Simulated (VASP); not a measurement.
Here is a VASP 6.6.1 calculation.

File INCAR:

```
SYSTEM = HfO2
PREC = Accurate ; ENCUT = 520
EDIFF = 1E-7 ; ISMEAR = 0
SIGMA = 0.01 ; LREAL = .False.
LASPH = .True. ; NELM = 80
ALGO = Normal ; ISIF = 2
LWAVE = .False. ; LCHARG = .True.
GGA = PE ; LELF = .True.
LVHAR = .True. ; NBANDS = 31
```

KPOINTS

```
regular mesh
0
Gamma
  6 6 8
  0 0 0
```

Contents of POSCAR:

```
HfO2
1.0
    4.8806996977      0.0000000000      0.0000000000
    0.0000000000      4.8806996977      0.0000000000
    0.0000000000      0.0000000000      3.2375055251
Hf O
2 4
Direct
    0.0000000000      0.0000000000      0.0000000000
    0.5000000000      0.5000000000      0.5000000000
    0.1948186168      0.8051813832      0.5000000000
    0.3051813832      0.3051813832      0.0000000000
    0.6948186168      0.6948186168      0.0000000000
    0.8051813832      0.1948186168      0.5000000000
```

Potentials or basis: VASP PAW PBE potentials, release 64 (Hf_pv, O).

The run is started by

```sh
$ cat potpaw_PBE.64/Hf_pv/POTCAR potpaw_PBE.64/O/POTCAR > POTCAR
$ mpirun -np 1 vasp_std > vasp.out
```

Task: Estimate the band gap on the k mesh.

Result: 3.84 eV.

Task: Predict the pressure.

Result: -2.7 GPa.

Task: What does it give for the largest force?

Result: 0.051 eV/Å.

Stress tensor (GPa, compression positive):
```
-2.51  0.00  0.00
 0.00 -2.51  0.00
 0.00  0.00 -3.23
```

Caveat: spin-orbit coupling is left out, which moves the levels of the heavy elements. A k mesh can miss the band edges.
